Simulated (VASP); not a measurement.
A run of VASP 6.6.1 is set up as follows.

INCAR

```
PREC = Accurate ; ENCUT = 520
EDIFF = 1E-7 ; ISMEAR = -1
SIGMA = 0.05 ; LREAL = False
LASPH = True ; NELM = 150
ALGO = Normal ; ISIF = 2
LWAVE = False ; LCHARG = False
ISPIN = 2 ; MAGMOM = 0.685
LORBIT = 11 ; LMAXMIX = 4
GGA = RE ; NBANDS = 15
```

The input KPOINTS:

```
regular mesh
0
Gamma
  25 25 25
```

File POSCAR:

```
Ni
1.0
    0.0000000000      1.7232653856      1.7232653856
    1.7232653856      0.0000000000      1.7232653856
    1.7232653856      1.7232653856      0.0000000000
Ni
1
Direct
    0.0000000000      0.0000000000      0.0000000000
```

Potentials or basis: VASP PAW PBE potentials, release 64 (Ni).

Command:

```console
$ cat potpaw_PBE.64/Ni/POTCAR > POTCAR
$ mpirun -np 1 vasp_std > vasp.out
```

(1) Predict the net moment.

(2) What does it give for the pressure?

Results:

(1) 0.61 μB per cell.

(2) 18.6 GPa.

Caveat: the PAW data sets were made with another functional, which shifts forces and pressure a little.
